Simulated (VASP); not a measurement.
Set up this calculation in VASP 6.6.1, as the native input.

```
Task                   : single point
Functional             : PBE
Potentials or basis    : VASP PAW PBE potentials, release 64 (Co, Al)
Cutoff                 : 520 eV
k mesh                 : 15 × 15 × 14
Occupations            : fermi-dirac, width 0.1 eV
Spin                   : no spin polarisation
Dipole correction      : no
Further INCAR settings : ALGO = Normal; EDIFF = 1e-06; NBANDS = 13
```

The structure of AlCo (WC type) lies in POSCAR:

```
AlCo
1.0
    2.6648994662      0.0000000000      0.0000000000
   -1.3324497331      2.3078706362      0.0000000000
    0.0000000000      0.0000000000      3.7360649546
Co Al
1 1
Direct
    0.0000000000      0.0000000000      0.0000000000
    0.3333333333      0.6666666667      0.5000000000
```

The input as run:

INCAR

```
SYSTEM = AlCo
ALGO = Normal
EDIFF = 1E-6
ENCUT = 520
GGA = PE
ISIF = 2
ISMEAR = -1
LASPH = .TRUE.
LCHARG = .TRUE.
LELF = .TRUE.
LREAL = .FALSE.
LVHAR = .TRUE.
LWAVE = .FALSE.
NBANDS = 13
NELM = 80
PREC = Accurate
SIGMA = 0.1
```

KPOINTS

```
k-points
0
G
  15 15 14
  0 0 0
```

Potentials or basis: VASP PAW PBE potentials, release 64 (Co, Al).

The run is started by

```sh
$ cat potpaw_PBE.64/Co/POTCAR potpaw_PBE.64/Al/POTCAR > POTCAR
$ mpirun -np 1 vasp_std > vasp.out
```

Results of the run:

* Pressure: 11.0 GPa
* Band gap on the k mesh: zero (bands 6 and 7 overlap by 1.73 eV)

Caveat: the cell stands under pressure; the run has no spin polarisation, though such a crystal can be magnetic.

Run time: 67 s on 1 thread of Intel Xeon 6455B, with other jobs on the host, peak memory 0.19 GiB.
